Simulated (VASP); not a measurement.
# Ca3Hg (Pm-3m) in VASP: further runs

Ca3Hg is run at these levels: LDA; tasks: single point.

Program: VASP 6.6.1. These are calculated values, not measurements. Logs are shortened: lines on timing, memory, paths and dates and some standing lists are left out, and cuts for length are marked.

## 1. The cell of the first run

It takes space group Pm-3m (No. 221, cubic). The conventional cell has a = 5.145 Å, b = 5.145 Å, c = 5.145 Å, α = 90.00°, β = 90.00°, γ = 90.00°. Within 4.8 Å of Ca (site symmetry 4/mmm) lie 8 Ca at 3.64 Å and 4 Hg at 3.64 Å. Within 4.8 Å of Hg (site symmetry m-3m) lie 12 Ca at 3.64 Å.

## 2. Single point, LDA

INCAR

```
SYSTEM = Ca3Hg
PREC = Accurate
ENCUT = 520
EDIFF = 1E-6
ISMEAR = -1
SIGMA = 0.1
LREAL = .FALSE.
LASPH = .TRUE.
NELM = 80
ALGO = Normal
ISIF = 2
LWAVE = .FALSE.
LCHARG = .FALSE.
NBANDS = 29
```

KPOINTS

```
regular mesh
0
G
  5 5 5
  0 0 0
```

POSCAR

```
Ca3Hg
1.0
    5.1451228661      0.0000000000      0.0000000000
    0.0000000000      5.1451228661      0.0000000000
    0.0000000000      0.0000000000      5.1451228661
Ca Hg
3 1
Direct
    0.5000000000      0.0000000000      0.0000000000
    0.0000000000      0.0000000000      0.5000000000
    0.0000000000      0.5000000000      0.0000000000
    0.5000000000      0.5000000000      0.5000000000
```

Potentials or basis: VASP PAW LDA potentials, release 64 (Ca_sv, Hg).

On the command line:

```bash
> cat potpaw_LDA.64/Ca_sv/POTCAR potpaw_LDA.64/Hg/POTCAR > POTCAR
> mpirun -np 1 vasp_std > vasp.out
```

OUTCAR:

```text
SYSTEM = Ca3Hg
   PREC = Accurate
   ENCUT = 520
   EDIFF = 1E-6
   ISMEAR = -1
   LREAL = .FALSE.
   LASPH = .TRUE.
   NELM = 80
   ISIF = 2

 ion  position               nearest neighbor table
   1  0.500  0.000  0.000-
   2  0.000  0.000  0.500-
   3  0.000  0.500  0.000-
   4  0.500  0.500  0.500-

  LATTYP: Found a simple cubic cell.
 ALAT       =     5.1451228661

  Lattice vectors:

 A1 = (   5.1451228661,   0.0000000000,   0.0000000000)
 A2 = (   0.0000000000,   5.1451228661,   0.0000000000)
 A3 = (   0.0000000000,   0.0000000000,   5.1451228661)

Analysis of symmetry for initial positions (statically):
=====================================================================
 Subroutine PRICEL returns:
 Original cell was already a primitive cell.

 Routine SETGRP: Setting up the symmetry group for a
 simple cubic supercell.

 Subroutine GETGRP returns: Found 48 space group operations
 (whereof 48 operations were pure point group operations)
 out of a pool of 48 trial point group operations.

The static configuration has the point symmetry O_h .

Analysis of symmetry for dynamics (positions and initial velocities):
=====================================================================
 Subroutine PRICEL returns:
 Original cell was already a primitive cell.

 Routine SETGRP: Setting up the symmetry group for a
 simple cubic supercell.

 Subroutine GETGRP returns: Found 48 space group operations
 (whereof 48 operations were pure point group operations)
 out of a pool of 48 trial point group operations.

The dynamic configuration has the point symmetry O_h .

 Subroutine INISYM returns: Found 48 space group operations
 (whereof 48 operations are pure point group operations),
 and found     1 'primitive' translations

----------------------------------------------------------------------------------------

                                     Primitive cell

  volume of cell :     136.2032

  direct lattice vectors                    reciprocal lattice vectors
     5.145122866  0.000000000  0.000000000     0.194358818  0.000000000  0.000000000
     0.000000000  5.145122866  0.000000000     0.000000000  0.194358818  0.000000000
     0.000000000  0.000000000  5.145122866     0.000000000  0.000000000  0.194358818

  length of vectors
     5.145122866  5.145122866  5.145122866     0.194358818  0.194358818  0.194358818

  position of ions in fractional coordinates (direct lattice)
     0.500000000  0.000000000  0.000000000
     0.000000000  0.000000000  0.500000000
     0.000000000  0.500000000  0.000000000
     0.500000000  0.500000000  0.500000000

  ion indices of the primitive-cell ions
   primitive index   ion index
                 1           1
                 2           2
                 3           3
                 4           4

----------------------------------------------------------------------------------------

 KPOINTS: regular mesh

Automatic generation of k-mesh.
 Grid dimensions read from file:
 generate k-points for:    5    5    5

 Generating k-lattice:

  Cartesian coordinates                     Fractional coordinates (reciprocal lattice)
     0.038871764  0.000000000  0.000000000     0.200000000  0.000000000  0.000000000
     0.000000000  0.038871764  0.000000000     0.000000000  0.200000000  0.000000000
     0.000000000  0.000000000  0.038871764     0.000000000  0.000000000  0.200000000

  Length of vectors
     0.038871764  0.038871764  0.038871764

  Shift w.r.t. Gamma in fractional coordinates (k-lattice)
     0.000000000  0.000000000  0.000000000

 Subroutine IBZKPT returns following result:
 ===========================================

 Found     10 irreducible k-points:

 Following reciprocal coordinates:
            Coordinates               Weight
  0.000000  0.000000  0.000000      1.000000
  0.200000  0.000000  0.000000      6.000000
  0.400000  0.000000  0.000000      6.000000
  0.200000  0.200000  0.000000     12.000000
  0.400000  0.200000  0.000000     24.000000
  0.400000  0.400000  0.000000     12.000000
  0.200000  0.200000  0.200000      8.000000
  0.400000  0.200000  0.200000     24.000000
  0.400000  0.400000  0.200000     24.000000
  0.400000  0.400000  0.400000      8.000000
   k-points           NKPTS =     10   k-points in BZ     NKDIM =     10   number of bands    NBANDS=     29
   number of dos      NEDOS =    301   number of ions     NIONS =      4
   total plane-waves  NPLWV =  64000
   dimension x,y,z NGX =    40 NGY =   40 NGZ =   40
   dimension x,y,z NGXF=    80 NGYF=   80 NGZF=   80
   ions per type =               3   1
   NGX,Y,Z   is equivalent  to a cutoff of  12.92, 12.92, 12.92 a.u.
   NGXF,Y,Z  is equivalent  to a cutoff of  25.85, 25.85, 25.85 a.u.
 SYSTEM =  Ca3Hg
   PREC   = accura    normal or accurate (medium, high low for compatibility)
   ISTART =      0    job   : 0-new  1-cont  2-samecut
   ICHARG =      2    charge: 1-file 2-atom 10-const
   ISPIN  =      1    spin polarized calculation?
   LNONCOLLINEAR =      F non collinear calculations
   LSORBIT =      F    spin-orbit coupling
   LASPH  =      T    aspherical Exc in radial PAW
   ENCUT  =  520.0 eV  38.22 Ry    6.18 a.u.   9.57  9.57  9.57*2*pi/ulx,y,z
   NELM   =     80;   NELMIN=  2; NELMDL= -5     # of ELM steps
   EDIFF  = 0.1E-05   stopping-criterion for ELM
   LREAL  =      F    real-space projection
   EDIFFG = 0.1E-04   stopping-criterion for IOM
   NSW    =      0    number of steps for IOM
   IBRION =     -1    ionic relax: 0-MD 1-quasi-New 2-CG
   NFREE  =      0    steps in history (QN), initial steepest desc. (CG)
   ISIF   =      2    stress and relaxation
   ISYM   =      2    0-nonsym 1-usesym 2-fastsym
   POTIM  = 0.5000    time-step for ionic-motion
   TEBEG  =    0.0;   TEEND  =   0.0 temperature during run
   PSTRESS=    0.0 pullay stress
   NELECT =      42.0000    total number of electrons
   NUPDOWN=      -1.0000    fix difference up-down
   EMIN   =  10.00;   EMAX   =-10.00  energy-range for DOS
   EFERMI =   0.00;   METHOD = LEGACY
   ISMEAR =    -1;   SIGMA  =   0.10  broadening in eV -4-tet -1-fermi 0-gaus
   EFERMI_NEDOS =   21; number of points for ismear=-14 and -15
   IALGO  =     38    algorithm
   IMIX   =      4    mixing-type and parameters
     AMIX     =   0.40;   BMIX     =  1.00
     AMIX_MAG =   1.60;   BMIX_MAG =  1.00
  volume/ion in A,a.u.               =      34.05       229.79
  Fermi-wavevector in a.u.,A,eV,Ry     =   1.106018  2.090071 16.643677  1.223276
  Thomas-Fermi vector in A             =   2.242513
   LORBIT       =      0    0 simple, 1 ext, 2 COOP (PROOUT), +10 PAW based schemes
   GGA     = CA    functional components
   LHFCALC =     F    Hartree Fock is set to
   AEXX    =    0.0000 exact exchange contribution
   IVDW    =     0    specifies the selected vdW correction
   LEPSILON=     F    determine dielectric tensor
   LRPA    =     F    only Hartree local field effects (RPA)
 non-spin polarized calculation
  energy-cutoff  :      520.00
  volume of cell :      136.20
 maximum number of plane-waves:      3743
 NGX is ok and might be reduce to    40
   NGX = 19   NGY = 19   NGZ = 19

 number of electron      42.0000006 magnetization

 Free energy of the ion-electron system (eV)
  ---------------------------------------------------
  ext. energy  EPLUGINS =         0.00000000
  ---------------------------------------------------
  free energy    TOTEN  =        -8.51074545 eV

  energy without entropy =       -8.35616353  energy(sigma->0) =       -8.43345449

 E-fermi :   2.2386     XC(G=0):  -8.8520

 val. band max:        2.2283514114   @ k =   0.4000   0.4000   0.2000
 cond. band min:       2.2508821010   @ k =   0.4000   0.4000   0.4000
 fundamental gap:      0.0225306896
 Fermi energy:         2.2385812330

 k-point     1 :       0.0000    0.0000    0.0000
  band No.  band energies     occupation
      1     -39.1269      2.00000
      2     -39.0893      2.00000
      3     -39.0893      2.00000
      4     -20.5072      2.00000
      5     -20.5072      2.00000
      6     -20.5072      2.00000
[... 21 lines left out ...]
     28       5.5161      0.00000
     29       5.5468      0.00000

 k-point     2 :       0.2000    0.0000    0.0000
  band No.  band energies     occupation
      1     -39.1237      2.00000
      2     -39.0925      2.00000
      3     -39.0893      2.00000
      4     -20.4966      2.00000
      5     -20.4966      2.00000
      6     -20.4901      2.00000
[... 21 lines left out ...]
     28       5.2072      0.00000
     29       5.3936      0.00000

 k-point     3 :       0.4000    0.0000    0.0000
  band No.  band energies     occupation
      1     -39.1164      2.00000
      2     -39.0998      2.00000
      3     -39.0893      2.00000
      4     -20.4748      2.00000
      5     -20.4748      2.00000
      6     -20.4444      2.00000
[... 21 lines left out ...]
     28       4.4346      0.00000
     29       5.1386      0.00000

 k-point     4 :       0.2000    0.2000    0.0000
  band No.  band energies     occupation
      1     -39.1208      2.00000
      2     -39.0936      2.00000
      3     -39.0910      2.00000
      4     -20.5031      2.00000
      5     -20.4855      2.00000
      6     -20.4624      2.00000
[... 21 lines left out ...]
     28       5.2095      0.00000
     29       5.4763      0.00000

 k-point     5 :       0.4000    0.2000    0.0000
  band No.  band energies     occupation
      1     -39.1139      2.00000
      2     -39.0998      2.00000
      3     -39.0916      2.00000
      4     -20.4872      2.00000
      5     -20.4622      2.00000
      6     -20.4451      2.00000
[... 21 lines left out ...]
     28       4.7416      0.00000
     29       4.8901      0.00000

 k-point     6 :       0.4000    0.4000    0.0000
  band No.  band energies     occupation
      1     -39.1078      2.00000
      2     -39.1005      2.00000
      3     -39.0968      2.00000
      4     -20.4933      2.00000
      5     -20.4761      2.00000
      6     -20.4318      2.00000
[... 21 lines left out ...]
     28       4.7584      0.00000
     29       5.1811      0.00000

 k-point     7 :       0.2000    0.2000    0.2000
  band No.  band energies     occupation
      1     -39.1182      2.00000
      2     -39.0936      2.00000
      3     -39.0936      2.00000
      4     -20.5169      2.00000
      5     -20.4579      2.00000
      6     -20.4579      2.00000
[... 21 lines left out ...]
     28       5.2715      0.00000
     29       5.5764      0.00000

 k-point     8 :       0.4000    0.2000    0.2000
  band No.  band energies     occupation
      1     -39.1119      2.00000
      2     -39.0998      2.00000
      3     -39.0936      2.00000
      4     -20.5124      2.00000
      5     -20.4529      2.00000
      6     -20.4488      2.00000
[... 21 lines left out ...]
     28       4.9878      0.00000
     29       5.3188      0.00000

 k-point     9 :       0.4000    0.4000    0.2000
  band No.  band energies     occupation
      1     -39.1068      2.00000
      2     -39.1005      2.00000
      3     -39.0978      2.00000
      4     -20.5276      2.00000
      5     -20.4797      2.00000
      6     -20.4501      2.00000
[... 21 lines left out ...]
     28       4.9936      0.00000
     29       5.1198      0.00000

 k-point    10 :       0.4000    0.4000    0.4000
  band No.  band energies     occupation
      1     -39.1041      2.00000
      2     -39.1005      2.00000
      3     -39.1005      2.00000
      4     -20.5614      2.00000
      5     -20.4804      2.00000
      6     -20.4789      2.00000
[... 21 lines left out ...]
     28       4.6787      0.00000
     29       5.2806      0.00000

------------------------ aborting loop because EDIFF is reached ----------------------------------------

  FORCE on cell =-STRESS in cart. coord.  units (eV):
  Direction    XX          YY          ZZ          XY          YZ          ZX
  --------------------------------------------------------------------------------------
  -------------------------------------------------------------------------------------
  Total       -2.7682407     -2.7682407     -2.7682407     -0.0000000      0.0000000     -0.0000000
  in kB      -32.5632073    -32.5632073    -32.5632073     -0.0000000      0.0000000     -0.0000000
  external PRESSURE =     -32.5632073 kB  Pullay stress =       0.0000000 kB

 VOLUME and BASIS-vectors are now :
 -----------------------------------------------------------------------------
  energy-cutoff  :      520.00
  volume of cell :      136.20
      direct lattice vectors                 reciprocal lattice vectors
     5.145122866  0.000000000  0.000000000     0.194358818  0.000000000  0.000000000
     0.000000000  5.145122866  0.000000000     0.000000000  0.194358818  0.000000000
     0.000000000  0.000000000  5.145122866     0.000000000  0.000000000  0.194358818

 POSITION                                       TOTAL-FORCE (eV/Angst)
 -----------------------------------------------------------------------------------
      2.57256      0.00000      0.00000         0.000000      0.000000      0.000000
      0.00000      0.00000      2.57256         0.000000      0.000000      0.000000
      0.00000      2.57256      0.00000         0.000000      0.000000      0.000000
      2.57256      2.57256      2.57256         0.000000      0.000000      0.000000
 -----------------------------------------------------------------------------------
    total drift:                               -0.000000      0.000000     -0.000000

  FREE ENERGIE OF THE ION-ELECTRON SYSTEM (eV)
  ---------------------------------------------------
  free  energy   TOTEN  =        -8.5107454495 eV

  energy  without entropy=       -8.3561635323  energy(sigma->0) =       -8.43345449
```

Wall time 44 s (1 thread of AMD EPYC 7R43 (Zen 3), shared host); peak memory 0.17 GiB.

Results:

```
Free energy            : -8.5107 eV
Pressure               : -3.3 GPa
Band gap on the k mesh : zero (band 21 reaches 2.83 eV, above the bottom of band 22 at 2.19 eV)
```

Levels at points of the mesh, in eV from the Fermi level:
```
           k point  band 18  band 19  band 20  band 21  band 22  band 23  band 24  band 25
(0.00, 0.00, 0.00)    -5.76    -1.64     0.55     0.55     0.92     0.92     0.92     1.00
```

Caveat: spin-orbit coupling is left out, which moves the levels of the heavy elements.

## 3. Single point, LDA

This run uses another cell than the first one, of 34.94 Å³/atom, 1.026 times its volume.

INCAR

```
ALGO = Normal
EDIFF = 1E-6
ENCUT = 520
GGA = CA
ISIF = 2
ISMEAR = -1
LASPH = True
LCHARG = False
LREAL = False
LWAVE = False
NBANDS = 29
NELM = 80
PREC = Accurate
SIGMA = 0.1
```

KPOINTS

```
k-points
0
Gamma
  5 5 5
```

POSCAR

```
Ca3Hg
1.0
    5.1892891712      0.0000000000      0.0000000000
    0.0000000000      5.1892891712      0.0000000000
    0.0000000000      0.0000000000      5.1892891712
Ca Hg
3 1
Direct
    0.5000000000      0.0000000000      0.0000000000
    0.0000000000      0.0000000000      0.5000000000
    0.0000000000      0.5000000000      0.0000000000
    0.5000000000      0.5000000000      0.5000000000
```

Potentials or basis: VASP PAW LDA potentials, release 64 (Ca_sv, Hg).

On the command line:

```bash
> cat potpaw_LDA.64/Ca_sv/POTCAR potpaw_LDA.64/Hg/POTCAR > POTCAR
> mpirun -np 1 vasp_std > vasp.out
```

Run time: 51 s. Hardware: 1 thread of AMD EPYC 7R43 (Zen 3), shared host; peak memory 0.17 GiB.

Results (log left out):

- Free energy: -8.4361 eV
- Pressure: -3.6 GPa
- Band gap on the k mesh: zero (band 21 reaches 2.71 eV, above the bottom of band 22 at 2.09 eV)

Levels at points of the mesh, in eV from the Fermi level:
```
           k point  band 17  band 18  band 19  band 20  band 21  band 22  band 23  band 24  band 25  band 26
(0.00, 0.00, 0.00)    -6.73    -5.69    -1.63     0.54     0.54     0.88     0.88     0.88     0.99     0.99
```

Caveat: spin-orbit coupling is left out, which moves the levels of the heavy elements.

## 4. Single point, LDA

This run uses another cell than the first one, of 35.82 Å³/atom, 1.052 times its volume.

INCAR

```
SYSTEM = Ca3Hg
PREC = Accurate
ENCUT = 520
EDIFF = 1E-7
ISMEAR = -1
SIGMA = 0.1
LREAL = .False.
LASPH = .True.
NELM = 100
ALGO = Normal
ISIF = 2
LWAVE = .False.
LCHARG = .False.
NBANDS = 29
```

KPOINTS

```
Automatic mesh
0
Gamma
  5 5 5
  0 0 0
```

POSCAR

```
Ca3Hg
1.0
    5.2327162042      0.0000000000      0.0000000000
    0.0000000000      5.2327162042      0.0000000000
    0.0000000000      0.0000000000      5.2327162042
Ca Hg
3 1
Direct
    0.5000000000      0.0000000000      0.0000000000
    0.0000000000      0.0000000000      0.5000000000
    0.0000000000      0.5000000000      0.0000000000
    0.5000000000      0.5000000000      0.5000000000
```

On the command line:

```bash
> cat potpaw_LDA.64/Ca_sv/POTCAR potpaw_LDA.64/Hg/POTCAR > POTCAR
> mpirun -np 1 vasp_std > vasp.out
```

Run time: 53 s. Hardware: 1 thread of AMD EPYC 7R43 (Zen 3), shared host; peak memory 0.17 GiB.

It converged, with:

| Property | Result |
| --- | --- |
| Free energy | -8.3545 eV |
| Pressure | -3.9 GPa |
| Band gap on the k mesh | zero (band 21 reaches 2.59 eV, above the bottom of band 22 at 1.99 eV) |

Levels at points of the mesh, in eV from the Fermi level:
```
           k point  band 19  band 20  band 21  band 22  band 23  band 24
(0.00, 0.00, 0.00)    -1.62     0.52     0.52     0.85     0.85     0.85
```

Caveat: spin-orbit coupling is left out, which moves the levels of the heavy elements.

## 5. The runs side by side

```csv
cell,gap on the mesh (eV),pressure (GPa)
"a = 5.145 Å, 4 atoms",none,-3.3
"a = 5.189 Å, 4 atoms",none,-3.6
"a = 5.233 Å, 4 atoms",none,-3.9
```

Alike in all rows: task single point; level LDA; potentials or basis VASP PAW LDA potentials, release 64 (Ca_sv, Hg); no spin polarisation; k mesh 5 × 5 × 5; cutoff (eV) 520; smearing fermi-dirac 0.1 eV.

Caveats: spin-orbit coupling is left out, which moves the levels of the heavy elements.

Total energies depend on the potentials used, so only differences within one code and one set of settings carry meaning.
